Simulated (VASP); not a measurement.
# In in VASP: a series of runs

Runs on In. Level: PBEsol. Tasks: single point, relaxation of cell and atoms.

Everything below comes from runs of VASP 6.6.1. Logs are shortened: lines on timing, memory, paths and dates and some standing lists are left out, and cuts for length are marked.

### 1 The cell of the first run

The typed cell holds 1 atom: a = 3.306 Å, b = 3.306 Å, c = 3.306 Å, α = 120.01°, β = 120.01°, γ = 89.99°.

This isn't the form of In at room conditions, which is tetragonal.

### 2 Single point, PBEsol

Input file INCAR:

```
PREC = Accurate
ENCUT = 520
EDIFF = 1E-7
ISMEAR = -1
SIGMA = 0.05
LREAL = F
LASPH = T
NELM = 100
ALGO = Normal
ISIF = 2
LWAVE = F
LCHARG = F
GGA = PS
NBANDS = 12
```

Input file KPOINTS:

```
regular mesh
0
Gamma
  10 10 10
```

Input file POSCAR:

```
In
1.0
   -1.6527476997      1.6527476997      2.3378445817
    1.6527476997     -1.6527476997      2.3378445817
    1.6527476997      1.6527476997     -2.3378445817
In
1
Direct
    0.0000000000      0.0000000000      0.0000000000
```

Potentials or basis: VASP PAW PBE potentials, release 64 (In_d).

The run is started by

```console
$ cat potpaw_PBE.64/In_d/POTCAR > POTCAR
$ mpirun -np 1 vasp_std > vasp.out
```

OUTCAR:

```text
PREC = Accurate
   ENCUT = 520
   EDIFF = 1E-7
   ISMEAR = -1
   LREAL = F
   LASPH = T
   NELM = 100
   ISIF = 2
   GGA = PS

 ion  position               nearest neighbor table
   1  0.000  0.000  0.000-

  LATTYP: Found a body centered tetragonal cell.
 ALAT       =     3.3054953994
 C/A-ratio  =     1.4145199428

  Lattice vectors:

 A1 = (  -1.6527476997,   1.6527476997,   2.3378445817)
 A2 = (   1.6527476997,  -1.6527476997,   2.3378445817)
 A3 = (   1.6527476997,   1.6527476997,  -2.3378445817)

Analysis of symmetry for initial positions (statically):
=====================================================================
 Subroutine PRICEL returns:
 Original cell was already a primitive cell.

 Routine SETGRP: Setting up the symmetry group for a
 body centered tetragonal supercell.

 Subroutine GETGRP returns: Found 16 space group operations
 (whereof 16 operations were pure point group operations)
 out of a pool of 16 trial point group operations.

The static configuration has the point symmetry D_4h.

Analysis of symmetry for dynamics (positions and initial velocities):
=====================================================================
 Subroutine PRICEL returns:
 Original cell was already a primitive cell.

 Routine SETGRP: Setting up the symmetry group for a
 body centered tetragonal supercell.

 Subroutine GETGRP returns: Found 16 space group operations
 (whereof 16 operations were pure point group operations)
 out of a pool of 16 trial point group operations.

The dynamic configuration has the point symmetry D_4h.

 Subroutine INISYM returns: Found 16 space group operations
 (whereof 16 operations are pure point group operations),
 and found     1 'primitive' translations

----------------------------------------------------------------------------------------

                                     Primitive cell

  volume of cell :      25.5440

  direct lattice vectors                    reciprocal lattice vectors
    -1.652747700  1.652747700  2.337844582     0.000000000  0.302526514  0.213872215
     1.652747700 -1.652747700  2.337844582     0.302526514  0.000000000  0.213872215
     1.652747700  1.652747700 -2.337844582     0.302526514  0.302526514  0.000000000

  length of vectors
     3.305853476  3.305853476  3.305853476     0.370491047  0.370491047  0.427837099

  position of ions in fractional coordinates (direct lattice)
     0.000000000  0.000000000  0.000000000

  ion indices of the primitive-cell ions
   primitive index   ion index
                 1           1

----------------------------------------------------------------------------------------

 KPOINTS: regular mesh

Automatic generation of k-mesh.
 Grid dimensions read from file:
 generate k-points for:   10   10   10

 Generating k-lattice:

  Cartesian coordinates                     Fractional coordinates (reciprocal lattice)
     0.000000000  0.030252651  0.021387222     0.100000000  0.000000000 -0.000000000
     0.030252651  0.000000000  0.021387222     0.000000000  0.100000000 -0.000000000
     0.030252651  0.030252651  0.000000000     0.000000000  0.000000000  0.100000000

  Length of vectors
     0.037049105  0.037049105  0.042783710

  Shift w.r.t. Gamma in fractional coordinates (k-lattice)
     0.000000000  0.000000000  0.000000000

 Subroutine IBZKPT returns following result:
 ===========================================

 Found    102 irreducible k-points:

 Following reciprocal coordinates:
            Coordinates               Weight
  0.000000  0.000000  0.000000      1.000000
  0.100000  0.000000  0.000000      8.000000
  0.200000  0.000000  0.000000      8.000000
  0.300000  0.000000 -0.000000      8.000000
  0.400000 -0.000000  0.000000      8.000000
  0.500000  0.000000  0.000000      4.000000
[... 16 lines left out ...]
  0.300000  0.300000 -0.000000      8.000000
  0.400000  0.300000  0.000000     16.000000
 [... further k-points ...]
   k-points           NKPTS =    102   k-points in BZ     NKDIM =    102   number of bands    NBANDS=     12
   number of dos      NEDOS =    301   number of ions     NIONS =      1
   total plane-waves  NPLWV =  21952
   dimension x,y,z NGX =    28 NGY =   28 NGZ =   28
   dimension x,y,z NGXF=    56 NGYF=   56 NGZF=   56
   ions per type =               1
   NGX,Y,Z   is equivalent  to a cutoff of  14.08, 14.08, 14.08 a.u.
   NGXF,Y,Z  is equivalent  to a cutoff of  28.16, 28.16, 28.16 a.u.
 SYSTEM =  unknown system
   PREC   = accura    normal or accurate (medium, high low for compatibility)
   ISTART =      0    job   : 0-new  1-cont  2-samecut
   ICHARG =      2    charge: 1-file 2-atom 10-const
   ISPIN  =      1    spin polarized calculation?
   LNONCOLLINEAR =      F non collinear calculations
   LSORBIT =      F    spin-orbit coupling
   LASPH  =      T    aspherical Exc in radial PAW
   ENCUT  =  520.0 eV  38.22 Ry    6.18 a.u.   6.15  6.15  6.15*2*pi/ulx,y,z
   NELM   =    100;   NELMIN=  2; NELMDL= -5     # of ELM steps
   EDIFF  = 0.1E-06   stopping-criterion for ELM
   LREAL  =      F    real-space projection
   EDIFFG = 0.1E-05   stopping-criterion for IOM
   NSW    =      0    number of steps for IOM
   IBRION =     -1    ionic relax: 0-MD 1-quasi-New 2-CG
   NFREE  =      0    steps in history (QN), initial steepest desc. (CG)
   ISIF   =      2    stress and relaxation
   ISYM   =      2    0-nonsym 1-usesym 2-fastsym
   POTIM  = 0.5000    time-step for ionic-motion
   TEBEG  =    0.0;   TEEND  =   0.0 temperature during run
   PSTRESS=    0.0 pullay stress
   NELECT =      13.0000    total number of electrons
   NUPDOWN=      -1.0000    fix difference up-down
   EMIN   =  10.00;   EMAX   =-10.00  energy-range for DOS
   EFERMI =   0.00;   METHOD = LEGACY
   ISMEAR =    -1;   SIGMA  =   0.05  broadening in eV -4-tet -1-fermi 0-gaus
   EFERMI_NEDOS =   21; number of points for ismear=-14 and -15
   IALGO  =     38    algorithm
   IMIX   =      4    mixing-type and parameters
     AMIX     =   0.40;   BMIX     =  1.00
     AMIX_MAG =   1.60;   BMIX_MAG =  1.00
  volume/ion in A,a.u.               =      25.54       172.38
  Fermi-wavevector in a.u.,A,eV,Ry     =   1.307052  2.469971 23.244006  1.708386
  Thomas-Fermi vector in A             =   2.437813
   LORBIT       =      0    0 simple, 1 ext, 2 COOP (PROOUT), +10 PAW based schemes
   GGA     = PS    functional components
   LHFCALC =     F    Hartree Fock is set to
   AEXX    =    0.0000 exact exchange contribution
   IVDW    =     0    specifies the selected vdW correction
   LEPSILON=     F    determine dielectric tensor
   LRPA    =     F    only Hartree local field effects (RPA)
 non-spin polarized calculation
  energy-cutoff  :      520.00
  volume of cell :       25.54
 maximum number of plane-waves:       701
 NGX is ok and might be reduce to    28
   NGX = 13   NGY = 13   NGZ = 13

 number of electron      13.0000002 magnetization

 Free energy of the ion-electron system (eV)
  ---------------------------------------------------
  ext. energy  EPLUGINS =         0.00000000
  ---------------------------------------------------
  free energy    TOTEN  =        -3.00268626 eV

  energy without entropy =       -3.00068143  energy(sigma->0) =       -3.00168384

 E-fermi :   7.5568     XC(G=0): -10.5197

 val. band max:        7.5060372907   @ k =  -0.4000  -0.4000   0.1000
 cond. band min:       7.7726460351   @ k =   0.5000   0.3000  -0.0000
 fundamental gap:      0.2666087444
 Fermi energy:         7.5568084161

 k-point     1 :       0.0000    0.0000    0.0000
  band No.  band energies     occupation
      1      -6.9386      2.00000
      2      -6.9383      2.00000
      3      -6.9383      2.00000
      4      -6.7530      2.00000
      5      -6.7526      2.00000
      6      -2.1026      2.00000
      7      18.3951      0.00000
      8      18.3951      0.00000
      9      18.3957      0.00000
     10      19.2050      0.00000
     11      21.8215      0.00000
     12      21.8217      0.00000

 k-point     2 :       0.1000    0.0000    0.0000
  band No.  band energies     occupation
      1      -6.9419      2.00000
      2      -6.9209      2.00000
      3      -6.9207      2.00000
      4      -6.7545      2.00000
      5      -6.7542      2.00000
      6      -1.8791      2.00000
      7      15.9829      0.00000
      8      18.0213      0.00000
      9      18.0216      0.00000
     10      19.0326      0.00000
     11      22.4823      0.00000
     12      22.4826      0.00000

 k-point     3 :       0.2000    0.0000    0.0000
  band No.  band energies     occupation
      1      -6.9560      2.00000
      2      -6.8945      2.00000
      3      -6.8943      2.00000
      4      -6.7381      2.00000
      5      -6.7379      2.00000
      6      -1.1991      2.00000
      7      12.4888      0.00000
      8      17.3385      0.00000
      9      17.3401      0.00000
     10      18.9326      0.00000
     11      22.4174      0.00000
     12      22.6652      0.00000
[... 286 lines left out ...]
 k-point    23 :       0.3000    0.3000   -0.0000
  band No.  band energies     occupation
      1      -6.9983      2.00000
      2      -6.8269      2.00000
      3      -6.7626      2.00000
      4      -6.7534      2.00000
      5      -6.6708      2.00000
      6       3.3250      2.00000
      7       8.0591      0.00009
      8       8.1013      0.00004
      9      14.3757      0.00000
     10      16.7405      0.00000
     11      24.6270      0.00000
     12      24.8394      0.00000

 k-point    24 :       0.4000    0.3000    0.0000
  band No.  band energies     occupation
      1      -7.0446      2.00000
      2      -6.8786      2.00000
      3      -6.7323      2.00000
      4      -6.7253      2.00000
      5      -6.6055      2.00000
      6       4.8214      2.00000
      7       6.0770      2.00000
      8       8.6578      0.00000
      9      13.3250      0.00000
     10      16.1005      0.00000
     11      23.1486      0.00000
     12      25.4514      0.00000

 [... further k-points ...]

------------------------ aborting loop because EDIFF is reached ----------------------------------------

  FORCE on cell =-STRESS in cart. coord.  units (eV):
  Direction    XX          YY          ZZ          XY          YZ          ZX
  --------------------------------------------------------------------------------------
  -------------------------------------------------------------------------------------
  Total       -0.0068240     -0.0068240     -0.0073211      0.0000000      0.0000000      0.0000000
  in kB       -0.4280179     -0.4280179     -0.4591950      0.0000000      0.0000000      0.0000000
  external PRESSURE =      -0.4384103 kB  Pullay stress =       0.0000000 kB

 VOLUME and BASIS-vectors are now :
 -----------------------------------------------------------------------------
  energy-cutoff  :      520.00
  volume of cell :       25.54
      direct lattice vectors                 reciprocal lattice vectors
    -1.652747700  1.652747700  2.337844582     0.000000000  0.302526514  0.213872215
     1.652747700 -1.652747700  2.337844582     0.302526514  0.000000000  0.213872215
     1.652747700  1.652747700 -2.337844582     0.302526514  0.302526514  0.000000000

 POSITION                                       TOTAL-FORCE (eV/Angst)
 -----------------------------------------------------------------------------------
      0.00000      0.00000      0.00000         0.000000      0.000000     -0.000000
 -----------------------------------------------------------------------------------
    total drift:                                0.000000     -0.000000      0.000000

  FREE ENERGIE OF THE ION-ELECTRON SYSTEM (eV)
  ---------------------------------------------------
  free  energy   TOTEN  =        -3.0026862571 eV

  energy  without entropy=       -3.0006814279  energy(sigma->0) =       -3.00168384
```

Run time: 37 s. Hardware: 1 thread of AMD EPYC 7R43 (Zen 3), shared host; peak memory 0.14 GiB.

What came out:

| Quantity | Value |
| --- | --- |
| Free energy | -3.0027 eV |
| Pressure | 0.0 GPa |
| Band gap on the k mesh | zero (an odd number of electrons rules out a gap without spin polarisation) |

Caveat: the PAW data sets were made with another functional, which shifts forces and pressure a little; spin-orbit coupling is left out, which moves the levels of the heavy elements.

[end of part 1 of 2]

The gap in the log of VASP goes by the Fermi energy; the results here count the filled bands.